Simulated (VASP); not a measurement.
# EuOs (Pm-3m) in VASP: notebook

Runs on EuOs. Level: PBE. Tasks: single point.

Everything below comes from runs of VASP 6.6.1. Logs are shortened: lines on timing, memory, paths and dates and some standing lists are left out, and cuts for length are marked.

### Step 1. The cell of the first run

Symmetry: Pm-3m, No. 221, cubic system. Conventional cell: a = 3.392 Å, b = 3.392 Å, c = 3.392 Å, α = 90.00°, β = 90.00°, γ = 90.00°. Eu (site symmetry m-3m) has 8 Os at 2.94 Å and 6 Eu at 3.39 Å within 3.9 Å. Within 3.9 Å of Os (site symmetry m-3m) lie 8 Eu at 2.94 Å and 6 Os at 3.39 Å.

### Step 2. Single point, PBE, collinear spin, ferromagnetic start (19.51 Å³/atom)

Contents of INCAR:

```
PREC     = Accurate       # precision mode
ENCUT    = 520            # plane-wave cutoff, eV
EDIFF    = 1E-6           # SCF threshold, eV
ISMEAR   = 0              # smearing method
SIGMA    = 0.05           # smearing width, eV
LREAL    = F              # projectors in reciprocal space
LASPH    = T              # aspherical terms in the spheres
NELM     = 150            # most SCF steps
ALGO     = Normal         # electronic algorithm
ISIF     = 2              # what is computed and relaxed
LWAVE    = F              # write WAVECAR
LCHARG   = F              # write CHGCAR
ISPIN    = 2              # spin polarisation
MAGMOM   = 6.98 0         # initial moments
LORBIT   = 11             # projections on sites
LMAXMIX  = 6              # l up to which the mixer works
GGA      = PE             # functional
NBANDS   = 24             # bands
```

Contents of KPOINTS:

```
regular mesh
0
Gamma
  10 10 10
```

Contents of POSCAR:

```
EuOs
1.0
    3.3915338555      0.0000000000      0.0000000000
    0.0000000000      3.3915338555      0.0000000000
    0.0000000000      0.0000000000      3.3915338555
Eu Os
1 1
Direct
    0.0000000000      0.0000000000      0.0000000000
    0.5000000000      0.5000000000      0.5000000000
```

Potentials or basis: VASP PAW PBE potentials, release 64 (Eu, Os).

Launch:

```console
$ cat potpaw_PBE.64/Eu/POTCAR potpaw_PBE.64/Os/POTCAR > POTCAR
$ mpirun -np 1 vasp_std > vasp.out
```

OUTCAR:

```text
PREC = Accurate
   ENCUT = 520
   EDIFF = 1E-6
   ISMEAR = 0
   LREAL = F
   LASPH = T
   NELM = 150
   ISIF = 2
   ISPIN = 2
   LORBIT = 11
   GGA = PE

 ion  position               nearest neighbor table
   1  0.000  0.000  0.000-   2 2.94   2 2.94   2 2.94   2 2.94   2 2.94   2 2.94   2 2.94   2 2.94

   2  0.500  0.500  0.500-   1 2.94   1 2.94   1 2.94   1 2.94   1 2.94   1 2.94   1 2.94   1 2.94

  LATTYP: Found a simple cubic cell.
 ALAT       =     3.3915338555

  Lattice vectors:

 A1 = (   3.3915338555,   0.0000000000,   0.0000000000)
 A2 = (   0.0000000000,   3.3915338555,   0.0000000000)
 A3 = (   0.0000000000,   0.0000000000,   3.3915338555)

Analysis of symmetry for initial positions (statically):
=====================================================================
 Subroutine PRICEL returns:
 Original cell was already a primitive cell.

 Routine SETGRP: Setting up the symmetry group for a
 simple cubic supercell.

 Subroutine GETGRP returns: Found 48 space group operations
 (whereof 48 operations were pure point group operations)
 out of a pool of 48 trial point group operations.

The static configuration has the point symmetry O_h .

Analysis of symmetry for dynamics (positions and initial velocities):
=====================================================================
 Subroutine PRICEL returns:
 Original cell was already a primitive cell.

 Routine SETGRP: Setting up the symmetry group for a
 simple cubic supercell.

 Subroutine GETGRP returns: Found 48 space group operations
 (whereof 48 operations were pure point group operations)
 out of a pool of 48 trial point group operations.

The dynamic configuration has the point symmetry O_h .

Analysis of structural, dynamic, and magnetic symmetry:
=====================================================================
 Subroutine PRICEL returns:
 Original cell was already a primitive cell.

 Routine SETGRP: Setting up the symmetry group for a
 simple cubic supercell.

 Subroutine GETGRP returns: Found 48 space group operations
 (whereof 48 operations were pure point group operations)
 out of a pool of 48 trial point group operations.

The overall configuration has the point symmetry O_h .

 Subroutine INISYM returns: Found 48 space group operations
 (whereof 48 operations are pure point group operations),
 and found     1 'primitive' translations

[... 110 lines left out ...]
   EFERMI_NEDOS =   21; number of points for ismear=-14 and -15
   IALGO  =     38    algorithm
   IMIX   =      4    mixing-type and parameters
     AMIX     =   0.40;   BMIX     =  1.00
     AMIX_MAG =   1.60;   BMIX_MAG =  1.00
  volume/ion in A,a.u.               =      19.51       131.63
  Fermi-wavevector in a.u.,A,eV,Ry     =   1.411428  2.667212 27.104554  1.992129
  Thomas-Fermi vector in A             =   2.533280
   LORBIT       =     11    0 simple, 1 ext, 2 COOP (PROOUT), +10 PAW based schemes
   GGA     = PE    functional components
   LHFCALC =     F    Hartree Fock is set to
   AEXX    =    0.0000 exact exchange contribution
   IVDW    =     0    specifies the selected vdW correction
   LEPSILON=     F    determine dielectric tensor
   LRPA    =     F    only Hartree local field effects (RPA)
 spin polarized calculation
 Gauss-broadening in eV      SIGMA  =   0.05
  energy-cutoff  :      520.00
  volume of cell :       39.01
 maximum number of plane-waves:      1068
 NGX is ok and might be reduce to    28
   NGX = 13   NGY = 13   NGZ = 13

 number of electron      25.0000007 magnetization       5.8733061

 Free energy of the ion-electron system (eV)
  ---------------------------------------------------
  ext. energy  EPLUGINS =         0.00000000
  ---------------------------------------------------
  free energy    TOTEN  =       -21.57419089 eV

  energy without entropy =      -21.56782628  energy(sigma->0) =      -21.57100859

 E-fermi :   5.1937     XC(G=0): -12.3204

 val. band max:        5.1921160067   @ k =   0.4000   0.3000   0.0000
 cond. band min:       5.1989737601   @ k =   0.3000   0.1000   0.1000
 fundamental gap:      0.0068577534
 Fermi energy:         5.1936948037

 spin component 1

 k-point     1 :       0.0000    0.0000    0.0000
  band No.  band energies     occupation
      1     -35.5754      1.00000
      2     -13.8713      1.00000
      3     -13.8713      1.00000
      4     -13.8713      1.00000
      5      -0.9853      1.00000
      6       1.4963      1.00000
[... 637 lines left out ...]
     23      14.0346      0.00000
     24      18.3939      0.00000

 [... further k-points ...]

 spin component 2

 k-point     1 :       0.0000    0.0000    0.0000
  band No.  band energies     occupation
      1     -32.7223      1.00000
      2     -11.7784      1.00000
      3     -11.7784      1.00000
      4     -11.7784      1.00000
      5      -0.7579      1.00000
      6       1.4640      1.00000
[... 637 lines left out ...]
     23      14.9811      0.00000
     24      19.0114      0.00000

 [... further k-points ...]
[... 5 lines left out ...]
  --------------------------------------------------------------------------------------
  -------------------------------------------------------------------------------------
  Total        1.6632727      1.6632727      1.6632727      0.0000000      0.0000000      0.0000000
  in kB       68.3102039     68.3102039     68.3102039      0.0000000      0.0000000      0.0000000
  external PRESSURE =      68.3102039 kB  Pullay stress =       0.0000000 kB

 VOLUME and BASIS-vectors are now :
 -----------------------------------------------------------------------------
  energy-cutoff  :      520.00
  volume of cell :       39.01
      direct lattice vectors                 reciprocal lattice vectors
     3.391533856  0.000000000  0.000000000     0.294851841  0.000000000  0.000000000
     0.000000000  3.391533856  0.000000000     0.000000000  0.294851841  0.000000000
     0.000000000  0.000000000  3.391533856     0.000000000  0.000000000  0.294851841

 POSITION                                       TOTAL-FORCE (eV/Angst)
 -----------------------------------------------------------------------------------
      0.00000      0.00000      0.00000         0.000000      0.000000      0.000000
      1.69577      1.69577      1.69577         0.000000      0.000000      0.000000
 -----------------------------------------------------------------------------------
    total drift:                               -0.000000      0.000000     -0.000000

  FREE ENERGIE OF THE ION-ELECTRON SYSTEM (eV)
  ---------------------------------------------------
  free  energy   TOTEN  =       -21.5741908908 eV

  energy  without entropy=      -21.5678262812  energy(sigma->0) =      -21.57100859

 total charge

# of ion       s       p       d       f       tot
--------------------------------------------------
    1        2.091   5.719   0.740   6.342  14.892
    2        0.678   0.283   6.125   0.000   7.086
--------------------------------------------------
tot          2.769   6.002   6.866   6.342  21.978

 magnetization (x)

# of ion       s       p       d       f       tot
--------------------------------------------------
    1        0.001  -0.097   0.136   6.205   6.244
    2       -0.024   0.019  -0.629   0.000  -0.634
--------------------------------------------------
tot         -0.023  -0.078  -0.493   6.205   5.610
```

OSZICAR:

```text
N       E                     dE             d eps       ncg     rms          rms(c)
DAV:   1     0.134566124196E+03    0.13457E+03   -0.92728E+03  7656   0.467E+03
DAV:   2    -0.103414294798E+01   -0.13560E+03   -0.11516E+03  7320   0.419E+02
[... 13 lines left out ...]
DAV:  16    -0.215735753094E+02   -0.41477E-03   -0.47335E-03 10080   0.144E+00    0.222E+00
DAV:  17    -0.215739661563E+02   -0.39085E-03   -0.16667E-03  9288   0.740E-01    0.128E+00
DAV:  18    -0.215741749726E+02   -0.20882E-03   -0.12054E-03  9280   0.486E-01    0.432E-01
DAV:  19    -0.215742052959E+02   -0.30323E-04   -0.21636E-04  9288   0.223E-01    0.290E-01
DAV:  20    -0.215741912901E+02    0.14006E-04   -0.12778E-04  8176   0.317E-01    0.945E-02
DAV:  21    -0.215741911374E+02    0.15265E-06   -0.30642E-05  8496   0.148E-01    0.983E-02
DAV:  22    -0.215741908908E+02    0.24656E-06   -0.26704E-06  7232   0.153E-02
   1 F= -.21574191E+02 E0= -.21571009E+02  d E =-.636461E-02  mag=     5.8736
```

Wall time 2.3 min (1 thread of Intel Xeon Platinum 8488C (Sapphire Rapids), shared host); peak memory 0.25 GiB.

What came out:

```
Free energy                                           : -21.5742 eV
Pressure                                              : 6.8 GPa
Net moment                                            : 5.87 μB per cell
Site moments                                          : Eu +6.24; Os -0.63 μB
Valence electrons inside the program's atomic spheres : Eu 14.89; Os 7.09
```

Caveat: the cell stands under pressure; spin-orbit coupling is left out, which moves the levels of the heavy elements; semilocal functionals describe open f shells poorly, which spoils levels, moments and volumes.

### Step 3. Single point, PBE, collinear spin, ferromagnetic start (19.82 Å³/atom)

This run uses another cell than the first one, of 19.82 Å³/atom.

Contents of INCAR:

```
PREC     = Accurate       # precision mode
ENCUT    = 520            # plane-wave cutoff, eV
EDIFF    = 1E-6           # SCF threshold, eV
ISMEAR   = 0              # smearing method
SIGMA    = 0.05           # smearing width, eV
LREAL    = False          # projectors in reciprocal space
LASPH    = True           # aspherical terms in the spheres
NELM     = 150            # most SCF steps
ALGO     = Fast           # electronic algorithm
ISIF     = 2              # what is computed and relaxed
LWAVE    = False          # write WAVECAR
LCHARG   = False          # write CHGCAR
ISPIN    = 2              # spin polarisation
MAGMOM   = 7 0            # initial moments
LORBIT   = 11             # projections on sites
LMAXMIX  = 6              # l up to which the mixer works
GGA      = PE             # functional
NBANDS   = 24             # bands
```

Contents of KPOINTS:

```
Automatic mesh
0
Gamma
  10 10 10
```

Contents of POSCAR:

```
EuOs
1.0
    3.4093843625      0.0000000000      0.0000000000
    0.0000000000      3.4093843625      0.0000000000
    0.0000000000      0.0000000000      3.4093843625
Eu Os
1 1
Direct
    0.0000000000      0.0000000000      0.0000000000
    0.5000000000      0.5000000000      0.5000000000
```

Potentials or basis: VASP PAW PBE potentials, release 64 (Eu, Os).

Launch:

```console
$ cat potpaw_PBE.64/Eu/POTCAR potpaw_PBE.64/Os/POTCAR > POTCAR
$ mpirun -np 1 vasp_std > vasp.out
```

OUTCAR:

```text
PREC = Accurate
   ENCUT = 520
   EDIFF = 1E-6
   ISMEAR = 0
   LREAL = False
   LASPH = True
   NELM = 150
   ISIF = 2
   ISPIN = 2
   LORBIT = 11
   GGA = PE

 ion  position               nearest neighbor table
   1  0.000  0.000  0.000-   2 2.95   2 2.95   2 2.95   2 2.95   2 2.95   2 2.95   2 2.95   2 2.95

   2  0.500  0.500  0.500-   1 2.95   1 2.95   1 2.95   1 2.95   1 2.95   1 2.95   1 2.95   1 2.95

  LATTYP: Found a simple cubic cell.
 ALAT       =     3.4093843625

  Lattice vectors:

[... 1514 lines left out ...]

 VOLUME and BASIS-vectors are now :
 -----------------------------------------------------------------------------
  energy-cutoff  :      520.00
  volume of cell :       39.63
      direct lattice vectors                 reciprocal lattice vectors
     3.409384362  0.000000000  0.000000000     0.293308085  0.000000000  0.000000000
     0.000000000  3.409384362  0.000000000     0.000000000  0.293308085  0.000000000
     0.000000000  0.000000000  3.409384362     0.000000000  0.000000000  0.293308085

 POSITION                                       TOTAL-FORCE (eV/Angst)
 -----------------------------------------------------------------------------------
      0.00000      0.00000      0.00000         0.000000      0.000000      0.000000
      1.70469      1.70469      1.70469         0.000000      0.000000      0.000000
 -----------------------------------------------------------------------------------
    total drift:                               -0.000000      0.000000     -0.000000

  FREE ENERGIE OF THE ION-ELECTRON SYSTEM (eV)
  ---------------------------------------------------
  free  energy   TOTEN  =       -21.5973151591 eV

  energy  without entropy=      -21.5907964672  energy(sigma->0) =      -21.59405581

 total charge

# of ion       s       p       d       f       tot
--------------------------------------------------
    1        2.089   5.718   0.721   6.344  14.871
    2        0.674   0.275   6.111   0.000   7.060
--------------------------------------------------
tot          2.763   5.993   6.831   6.344  21.931

 magnetization (x)

# of ion       s       p       d       f       tot
--------------------------------------------------
    1        0.001  -0.098   0.134   6.213   6.249
    2       -0.025   0.018  -0.648   0.000  -0.655
--------------------------------------------------
tot         -0.024  -0.080  -0.514   6.213   5.594
```

OSZICAR:

```text
N       E                     dE             d eps       ncg     rms          rms(c)
DAV:   1     0.134339575552E+03    0.13434E+03   -0.93884E+03  7712   0.480E+03
DAV:   2    -0.836788765059E+00   -0.13518E+03   -0.11560E+03  7424   0.416E+02
DAV:   3    -0.176457609979E+02   -0.16809E+02   -0.15861E+02  7688   0.103E+02
[... 30 lines left out ...]
RMM:  34    -0.215973069610E+02   -0.24844E-05   -0.22820E-05  7144   0.587E-02    0.974E-02
RMM:  35    -0.215973107553E+02   -0.37942E-05   -0.38369E-05  6910   0.526E-02    0.980E-02
RMM:  36    -0.215973122816E+02   -0.15263E-05   -0.15063E-05  6831   0.459E-02    0.100E-01
RMM:  37    -0.215973144940E+02   -0.22125E-05   -0.23988E-05  6740   0.409E-02    0.901E-02
RMM:  38    -0.215973151591E+02   -0.66504E-06   -0.97126E-06  6562   0.374E-02
   1 F= -.21597315E+02 E0= -.21594056E+02  d E =-.651869E-02  mag=     5.8585
```

Run time: 4.2 min. Hardware: 1 thread of Intel Xeon Platinum 8488C (Sapphire Rapids), shared host; peak memory 0.26 GiB.

What came out:

```yaml
Free_energy: -21.5973 eV
Pressure: 4.8 GPa
Net_moment: 5.86 μB per cell
Site_moments: Eu +6.25; Os -0.66 μB
Valence_electrons_inside_the_program's_atomic_spheres: Eu 14.87; Os 7.06
```

Caveat: the cell stands under pressure; spin-orbit coupling is left out, which moves the levels of the heavy elements; semilocal functionals describe open f shells poorly, which spoils levels, moments and volumes. The state reached can hang on the start; a lower one may exist.
